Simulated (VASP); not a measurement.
Wanted: the native input for a VASP 6.6.1 run.

- Task: single point
- Functional: PBE
- Potentials or basis: VASP PAW PBE potentials, release 64 (Si, C)
- Cutoff: 520 eV
- k mesh: 8 × 8 × 8
- Occupations: fermi-dirac, width 0.02 eV
- Spin: no spin polarisation
- Dipole correction: no
- Further INCAR settings: ALGO = Normal; EDIFF = 1e-06; NBANDS = 11

The structure of SiC (Moissanite 3C) lies in POSCAR:

```
SiC
1.0
    0.0000000000      2.2225800000      2.0943867743
    2.2225800000      0.0000000000      2.0943867743
    2.2225800000      2.2225800000      0.0000000000
Si C
1 1
Direct
    0.0000000000      0.0000000000      0.0000000000
    0.2500000000      0.2500000000      0.2500000000
```

The input as run:

INCAR

```
ALGO = Normal ; EDIFF = 1E-6
ENCUT = 520 ; GGA = PE
ISIF = 2 ; ISMEAR = -1
LASPH = T ; LCHARG = F
LREAL = F ; LWAVE = F
NBANDS = 11 ; NELM = 100
PREC = Accurate ; SIGMA = 0.02
```

KPOINTS

```
k-points
0
Gamma
  8 8 8
```

Potentials or basis: VASP PAW PBE potentials, release 64 (Si, C).

The run is started by

```bash
$ cat potpaw_PBE.64/Si/POTCAR potpaw_PBE.64/C/POTCAR > POTCAR
$ mpirun -np 1 vasp_std > vasp.out
```

It gave:

```json
{
 "Pressure": "2.9 GPa",
 "Band gap on the k mesh": "0.77 eV, indirect (least direct gap 4.47 eV)"
}
```

Run time: 12 s on 1 thread of Intel Xeon 6975P-C (shared host), peak memory 0.14 GiB.
